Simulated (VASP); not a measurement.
Set up this calculation in VASP 6.6.1, as the native input.

| Property | Result |
| --- | --- |
| Task | single point |
| Functional | PBEsol |
| Potentials or basis | VASP PAW PBE potentials, release 64 (Rb_sv) |
| Cutoff | 520 eV |
| k mesh | 4 × 4 × 4 |
| Occupations | fermi-dirac, width 0.1 eV |
| Spin | no spin polarisation |
| Dipole correction | no |
| Further INCAR settings | ALGO = Normal; EDIFF = 1e-07; NBANDS = 20 |

The structure of Rb lies in POSCAR:

```
Rb
1.0
    2.5376400000      1.4651070000     12.6889020000
   -2.5376400000      1.4651070000     12.6889020000
    0.0000000000     -2.9302140000     12.6889020000
Rb
3
Direct
    0.0000000000      0.0000000000      0.0000000000
    0.7776220000      0.7776220000      0.7776220000
    0.2223780000      0.2223780000      0.2223780000
```

These files were run (other wordings do the same):

INCAR

```
PREC = Accurate
ENCUT = 520
EDIFF = 1E-7
ISMEAR = -1
SIGMA = 0.1
LREAL = False
LASPH = True
NELM = 80
ALGO = Normal
ISIF = 2
LWAVE = False
LCHARG = False
GGA = PS
NBANDS = 20
```

KPOINTS

```
Automatic mesh
0
Gamma
  4 4 4
```

Potentials or basis: VASP PAW PBE potentials, release 64 (Rb_sv).

Command:

```sh
$ cat potpaw_PBE.64/Rb_sv/POTCAR > POTCAR
$ mpirun -np 1 vasp_std > vasp.out
```

It gave:

- Pressure: -0.2 GPa

Caveat: the PAW data sets were made with another functional, which shifts forces and pressure a little.

Wall time 7.2 min on 1 thread of Intel(R) Xeon(R) Platinum 8375C CPU @ 2.90GHz (Ice Lake), with other jobs on the host, peak memory 1.4 GiB.
